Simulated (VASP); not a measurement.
A run of VASP 6.6.1:

The input INCAR:

```
ALGO     = Normal         # electronic algorithm
EDIFF    = 1E-6           # SCF threshold, eV
ENCUT    = 520            # plane-wave cutoff, eV
GGA      = PE             # functional
ISIF     = 2              # what is computed and relaxed
ISMEAR   = 0              # smearing method
LASPH    = True           # aspherical terms in the spheres
LCHARG   = False          # write CHGCAR
LREAL    = False          # projectors in reciprocal space
LWAVE    = False          # write WAVECAR
NBANDS   = 16             # bands
NELM     = 60             # most SCF steps
PREC     = Accurate       # precision mode
SIGMA    = 0.05           # smearing width, eV
```

Contents of KPOINTS:

```
k-points
0
Gamma
  12 12 12
```

File POSCAR:

```
GaN
1.0
    0.0000000000      2.2535006075      2.2535006075
    2.2535006075      0.0000000000      2.2535006075
    2.2535006075      2.2535006075      0.0000000000
Ga N
1 1
Direct
    0.0332815530      0.0332815530     -0.0332815530
    0.7500000000      0.7500000000      0.7500000000
```

Potentials or basis: VASP PAW PBE potentials, release 64 (Ga_d, N).

Command:

```bash
$ cat potpaw_PBE.64/Ga_d/POTCAR potpaw_PBE.64/N/POTCAR > POTCAR
$ mpirun -np 1 vasp_std > vasp.out
```

Hardware: 1 thread of AMD EPYC 7R13, with other jobs on the host.

How long does it take, and how much memory?

Run time: 2.6 min on 1 thread of AMD EPYC 7R13 (shared host), peak memory 0.19 GiB. Counts: scf iterations 13, k points 280.
